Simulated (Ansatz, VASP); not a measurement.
Tl: VASP beside Ansatz

```
Tl
1.0
     1.78105    1.02829    8.24042
    -1.78105    1.02829    8.24042
     0.00000   -2.05658    8.24042
Tl
3
Direct
  0.77508 0.78566 0.77995
  0.21235 0.22294 0.22711
  0.01096 0.00074 0.98852
```

Change from the starting cell: atoms moved at random, drawn with an rms of 0.05 Å.

Alike in both runs: task single point; functional PBE; k mesh 9 × 9 × 9; occupations fermi-dirac, width 0.05 eV; no spin polarisation.

```csv
,VASP,Ansatz
version,VASP 6.6.1,Ansatz 0.2.0
potentials or method,"VASP PAW PBE potentials, release 64 (Tl_d)",Ansatz PAW
plane-wave cutoff (eV),520,420
valence electrons in the cell,39,39
```

```tsv
	VASP	Ansatz	Ansatz less VASP
gap on the k mesh at the Fermi level (eV)	none	none	-
pressure (GPa)	1.2	1.3	+0.06
traceless stress, the component that is largest in VASP (GPa)	0.32	0.32	+0.001
rms of the force components (eV/Å)	0.046	0.046	-0.0001
```

Atom by atom the forces differ by 0.000 eV/Å (rms over components). A gap of «none» marks a metal or a gap that the smearing closes.

Spin-orbit coupling is off throughout.
